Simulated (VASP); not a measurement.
Set up this calculation in VASP 6.6.1, as the native input.

```
Task                   : electric field gradients
Functional             : PBEsol
Potentials or basis    : VASP PAW PBE potentials, release 64 (Cd, Te)
Cutoff                 : 520 eV
k mesh                 : 9 × 9 × 6
Occupations            : fermi-dirac, width 0.05 eV
Spin                   : no spin polarisation
Dipole correction      : no
Further INCAR settings : ALGO = Normal; EDIFF = 1e-08; NBANDS = 26
```

The structure of CdTe lies in POSCAR:

```
CdTe
1.0
    2.9733322700     -3.0017707300      0.0000000000
    2.9733322700      3.0017707300      0.0000000000
    0.0000000000      0.0000000000      6.0906520000
Cd Te
2 2
Direct
    0.2770300000      0.7229700000      0.7500000000
    0.7229700000      0.2770300000      0.2500000000
    0.7661370000      0.2338630000      0.7500000000
    0.2338630000      0.7661370000      0.2500000000
```

This cell differs from its parent crystal: equal xx and yy strain of -3 %.

These files were run (other wordings do the same):

INCAR

```
SYSTEM = CdTe
ALGO = Normal
EDIFF = 1E-8
ENCUT = 520
GGA = PS
ISIF = 2
ISMEAR = -1
LASPH = .True.
LCHARG = .False.
LEFG = .True.
LREAL = .False.
LWAVE = .False.
NBANDS = 26
NELM = 60
PREC = Accurate
SIGMA = 0.05
```

KPOINTS

```
k-points
0
Gamma
  9 9 6
  0 0 0
```

Potentials or basis: VASP PAW PBE potentials, release 64 (Cd, Te).

Run with:

```console
$ cat potpaw_PBE.64/Cd/POTCAR potpaw_PBE.64/Te/POTCAR > POTCAR
$ mpirun -np 1 vasp_std > vasp.out
```

Results of the run:

| Quantity | Value |
| --- | --- |
| Pressure | -0.1 GPa |
| Largest force | 0.110 eV/Å |
| Band gap on the k mesh | zero (bands 18 and 19 overlap by 1.34 eV) |
| Largest electric field gradient by atom | Cd +15.3; Te -46.1 V/Å² |

Caveat: the cell differs from its parent crystal (equal xx and yy strain of -3 %); without QUAD_EFG the Cq values of the log hold for a quadrupole moment of 1 mb, not for the nuclei; the PAW data sets were made with another functional, which shifts forces and pressure a little; spin-orbit coupling is left out, which moves the levels of the heavy elements.

Run time: 110 s on 1 thread of Intel(R) Xeon(R) 6975P-C (Granite Rapids), on a shared host, peak memory 0.38 GiB.
